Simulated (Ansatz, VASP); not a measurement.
**Cd2Ru in VASP and in Ansatz**

POSCAR

```
Cd2Ru
1.0
    3.9333167724      0.0000000000      0.0000000000
   -1.9666583862      3.4063522461      0.0000000000
    0.0000000000      0.0000000000      4.2469367144
Cd Ru
2 1
Direct
    0.3333333333      0.6666666667      0.5000000000
    0.6666666667      0.3333333333      0.5000000000
    0.0000000000      0.0000000000      0.0000000000
```

INCAR.step1

```
SYSTEM = Cd2Ru
ALGO = Normal
EDIFF = 1E-4
ENCUT = 520
GGA = PE
ISMEAR = 0
LASPH = .TRUE.
LCHARG = .FALSE.
LREAL = .FALSE.
LWAVE = .TRUE.
NBANDS = 26
NELM = 60
PREC = Accurate
SIGMA = 0.1
```

The input INCAR.step2:

```
SYSTEM = Cd2Ru
ALGO = Normal
EDIFF = 1E-6
ENCUT = 520
ISIF = 2
ISMEAR = 0
ISTART = 1
LASPH = .TRUE.
LCHARG = .TRUE.
LELF = .TRUE.
LMIXTAU = .TRUE.
LREAL = .FALSE.
LVHAR = .TRUE.
LWAVE = .FALSE.
METAGGA = R2SCAN
NBANDS = 26
NELM = 60
PREC = Accurate
SIGMA = 0.1
```

Contents of KPOINTS:

```
k-points
0
G
  6 6 4
  0 0 0
```

Input for Ansatz:

```yaml
crystal:
  lattice:
    - [3.9333167724, 0.0, 0.0]
    - [-1.9666583862, 3.4063522461, 0.0]
    - [0.0, 0.0, 4.2469367144]
  atoms:
    - { symbol: Cd, position: [0.3333333333, 0.6666666667, 0.5] }
    - { symbol: Cd, position: [0.6666666667, 0.3333333333, 0.5] }
    - { symbol: Ru, position: [0.0, 0.0, 0.0] }
basis:
  ecutwfc: 500
kpoints:
  mp_grid: { grid: [6, 6, 4] }
hamiltonian:
  xc: r2scan
scf:
  occupations: { method: gaussian, width: 0.1 }
  lower_state_search: "off"
output:
  forces: true
  stress: true
  eigenvalues: true
```

Alike in both runs: task single point; functional r2SCAN; k mesh 6 × 6 × 4; occupations gaussian, width 0.1 eV; no spin polarisation.

|  | VASP | Ansatz |
| --- | --- | --- |
| version | VASP 6.6.1 | Ansatz 0.2.0 |
| potentials or method | VASP PAW PBE potentials, release 64 (Cd, Ru_pv), cutoff 520 eV | scalar-relativistic, plane waves, PAW |
| valence electrons in the cell | 38 | 56 |

VASP gave:

```
gap on the k mesh at the Fermi level (eV)                     : none
pressure (GPa)                                                : 22.8
traceless stress, the component that is largest in VASP (GPa) : -44.58
```

Task: Estimate Ansatz's values.

Result: gap on the k mesh at the Fermi level (eV): none; pressure (GPa): 20.0; traceless stress, the component that is largest in VASP (GPa): -42.36.

VASP's potentials were made for PBE, not for r2SCAN. A gap of «none» marks a metal or a gap that the smearing closes. With one functional, cell and mesh, what is left measures potentials, basis and numerics. VASP's potentials hold 38 valence electrons a cell and Ansatz's 56, so a difference there can come from the potentials and not from the codes.

The k mesh is coarse, so the values compare programs but aren't converged.
